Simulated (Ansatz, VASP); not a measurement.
# Bi: VASP beside Ansatz

```
Bi
1.0
     4.20900    0.00000    0.00000
    -2.10450    3.64510    0.00000
     0.00000    0.00000   28.00000
Bi
2
Direct
  0.33333 0.66667 0.52641
  0.66667 0.33333 0.47359
```

Alike in both runs: task single point; functional PBE; k mesh 9 × 9 × 1; occupations gaussian, width 0.02 eV; no spin polarisation.

|  | VASP | Ansatz |
| --- | --- | --- |
| version | VASP 6.6.1 | Ansatz 0.2.0 |
| potentials or method | VASP PAW PBE potentials, release 64 (Bi_d), cutoff 520 eV | scalar-relativistic, plane waves, PAW |
| valence electrons in the cell | 30 | 30 |

```csv
,VASP,Ansatz,Ansatz less VASP
gap on the k mesh at the Fermi level (eV),0.64,0.68,+0.044
least direct gap on the mesh (eV),0.68,0.70,+0.024
rms of the force components (eV/Å),1.628,1.610,-0.0183
```

Atom by atom the forces differ by 0.018 eV/Å (rms over components).

Spin-orbit coupling is off throughout.
